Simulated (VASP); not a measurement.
Crystal: CaPtS3.

```xyz
5
Lattice="4.6841 0.0000 0.0000 0.0000 4.6841 0.0000 0.0000 0.0000 4.6841" Properties=species:S:1:pos:R:3 pbc="T T T"
Ca    2.3421    2.3421    2.2694
Pt    0.0000    0.0000    4.6114
S     0.0000    2.3421    0.0000
S     2.3421    0.0000    0.0000
S     0.0000    0.0000    2.3421
```

Base run:

| Quantity | Value |
| --- | --- |
| Program | VASP 6.6.1 |
| Functional | PBE |
| Potentials or basis | VASP PAW PBE potentials, release 64 (Ca_sv, Pt, S) |
| Cutoff | 520 eV |
| k mesh | 4 × 4 × 4 |
| Occupations | gaussian, width 0.1 eV |
| Spin | no spin polarisation |

Its results: pressure 5.1 GPa; largest force 0.976 eV/Å.

Problem. The run is repeated on the same cell with these changes: spin from no spin polarisation to collinear spin, ferromagnetic start; further incar settings from ALGO = Normal; EDIFF = 1e-07; NBANDS = 27 to ALGO = Normal; EDIFF = 1e-06; NBANDS = 31. What comes out?

Solution. Pressure 5.1 GPa; net moment 0.30 μB per cell; site moments Ca +0.00; Pt +0.08; S +0.05 μB; largest force 0.973 eV/Å.
